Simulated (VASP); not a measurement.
A run of VASP 6.6.1 is set up as follows.

INCAR

```
SYSTEM = Cu
ALGO = Fast
EDIFF = 1E-6
ENCUT = 520
ISIF = 2
ISMEAR = 0
LASPH = .True.
LCHARG = .False.
LREAL = .False.
LWAVE = .False.
NBANDS = 12
NELM = 80
PREC = Accurate
SIGMA = 0.15
```

The input KPOINTS:

```
k-points
0
Gamma
  22 22 22
  0 0 0
```

Contents of POSCAR:

```
Cu
1.0
   -1.4452500000      1.4452500000      1.2908000000
    1.4452500000     -1.4452500000      1.2908000000
    1.4452500000      1.4452500000     -1.2908000000
Cu
1
Direct
    0.0000000000      0.0000000000      0.0000000000
```

Potentials or basis: VASP PAW LDA potentials, release 64 (Cu).

Run with:

```bash
$ cat potpaw_LDA.64/Cu/POTCAR > POTCAR
$ mpirun -np 1 vasp_std > vasp.out
```

Problem. Predict the pressure.

Solution. 4.3 GPa.

Stress tensor (GPa, compression positive):
```
3.80 0.00 0.00
0.00 3.80 0.00
0.00 0.00 5.44
```
